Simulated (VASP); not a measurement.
**Pd: single point with LDA**

Pd:

```
CELL_PARAMETERS angstrom
0.00000 1.92028 1.92028
1.92028 0.00000 1.92028
1.92028 1.92028 0.00000
ATOMIC_POSITIONS crystal
Pd 0.00000 0.00000 0.00000
```

| Property | Result |
| --- | --- |
| Program | VASP 6.6.1 |
| Task | single point |
| Functional | LDA |
| Potentials or basis | VASP PAW LDA potentials, release 64 (Pd) |
| Cutoff | 520 eV |
| k mesh | 23 × 23 × 23 |
| Occupations | fermi-dirac, width 0.05 eV |
| Spin | collinear spin |
| Starting moments | [0.5] μB |
| Dipole correction | no |
| Further INCAR settings | ALGO = Normal; EDIFF = 1e-06; NBANDS = 15 |

```
Pressure                                              : 0.0 GPa
Band gap on the k mesh                                : zero (filled and empty bands overlap)
Net moment                                            : 0.00 μB per cell
Valence electrons inside the program's atomic spheres : Pd 9.53
```

Levels at points of the mesh, in eV from the Fermi level:
Spin up:
```tsv
k point	band 1	band 2	band 3	band 4	band 5	band 6	band 7	band 8	band 9	band 10
(0.00, 0.00, 0.00)	-7.55	-3.06	-3.06	-3.06	-1.31	-1.31	17.14	22.10	22.10	22.10
```
Spin down:
```tsv
k point	band 2	band 3	band 4	band 5	band 6	band 7	band 8	band 9
(0.00, 0.00, 0.00)	-3.06	-3.06	-3.06	-1.30	-1.30	17.14	22.10	22.10
```

Run time: 54 s on 1 thread of Intel(R) Xeon(R) 6975P-C (Granite Rapids) (shared host), peak memory 0.21 GiB.
